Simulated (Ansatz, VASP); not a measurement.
**Two plane-wave programs on HgH8**

```xyz
9
Lattice="5.8708 -3.9423 0.0000 5.8708 3.9423 0.0000 -1.5096 0.0000 4.5404" Properties=species:S:1:pos:R:3 pbc="T T T"
Hg    6.8864    0.0000    1.5929
H     3.7432   -1.6023    3.6247
H     3.3256   -1.9305    3.0933
H     3.3256    1.9305    3.0933
H     3.7432    1.6023    3.6247
H     1.2219    0.0000    4.4412
H    11.0395    0.0000    1.0764
H     2.0573    0.0000    0.2312
H    -0.4951    0.0000    1.7982
```

Change from the starting cell: relaxed end of: species swapped into the LiO8 type (Cm, No. 8).

Alike in both runs: functional PBE; k mesh 4 × 4 × 6; occupations gaussian, width 0.02 eV; no spin polarisation.

Ansatz relaxed the structure, and its values are those at the end. VASP's run is a single point on that final structure, the one shown.

|  | VASP | Ansatz |
| --- | --- | --- |
| version | VASP 6.6.1 | Ansatz 0.2.0 |
| potentials or method | VASP PAW PBE potentials, release 64 (Hg, H), cutoff 520 eV | scalar-relativistic, plane waves, PAW |
| valence electrons in the cell | 20 | 28 |

|  | VASP | Ansatz | Ansatz less VASP |
| --- | --- | --- | --- |
| gap on the k mesh at the Fermi level (eV) | 4.56 | 4.55 | -0.009 |
| least direct gap on the mesh (eV) | 4.56 | 4.55 | -0.009 |
| pressure (GPa) | -0.1 | 0.0 | +0.11 |
| rms of the force components (eV/Å) | 0.005 | 0.005 | -0.0003 |

The functional is the same, so the differences come from potentials, cutoffs and numerics. VASP's potentials hold 20 valence electrons a cell and Ansatz's 28, so a difference there can come from the potentials and not from the codes.

Spin-orbit coupling is off throughout.
